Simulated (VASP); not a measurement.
Write the native input for VASP 6.6.1 that does the following.

```
Task                   : single point
Functional             : PBE
Potentials or basis    : VASP PAW PBE potentials, release 64 (Te, Pb_d)
Cutoff                 : 520 eV
k mesh                 : 8 × 8 × 8
Occupations            : gaussian, width 0.05 eV
Spin                   : no spin polarisation
Dipole correction      : no
Further INCAR settings : ALGO = Normal; EDIFF = 1e-07; NBANDS = 17
```

The structure of TePb lies in POSCAR:

```
TePb
1.0
    0.0000000000      3.2270000000      3.2270000000
    3.2270000000      0.0000000000      3.2270000000
    3.2270000000      3.2270000000      0.0000000000
Te Pb
1 1
Direct
    0.5000000000      0.5000000000      0.5000000000
    0.0484195848      0.0484195848     -0.0484195848
```

This cell differs from its parent crystal: all Pb atoms moved +0.312 Å, as atom 2 along Cartesian [0 0 1].

One way to write it, as run:

INCAR

```
PREC = Accurate
ENCUT = 520
EDIFF = 1E-7
ISMEAR = 0
SIGMA = 0.05
LREAL = False
LASPH = True
NELM = 60
ALGO = Normal
ISIF = 2
LWAVE = False
LCHARG = True
GGA = PE
LELF = True
LVHAR = True
NBANDS = 17
```

KPOINTS

```
regular mesh
0
Gamma
  8 8 8
```

Potentials or basis: VASP PAW PBE potentials, release 64 (Te, Pb_d).

The run is started by

```sh
$ cat potpaw_PBE.64/Te/POTCAR potpaw_PBE.64/Pb_d/POTCAR > POTCAR
$ mpirun -np 1 vasp_std > vasp.out
```

It gave:

```yaml
Pressure: 3.5 GPa
Largest_force: 0.636 eV/Å
Band_gap_on_the_k_mesh: 1.09 eV, indirect (least direct gap 1.16 eV)
```

Caveat: the cell differs from its parent crystal (all Pb atoms moved +0.312 Å, as atom 2 along Cartesian [0 0 1]); spin-orbit coupling is left out, which moves the levels of the heavy elements.

Wall time 31 s on 1 thread of Intel(R) Xeon(R) Platinum 8559C (Emerald Rapids), with other jobs on the host, peak memory 0.24 GiB.
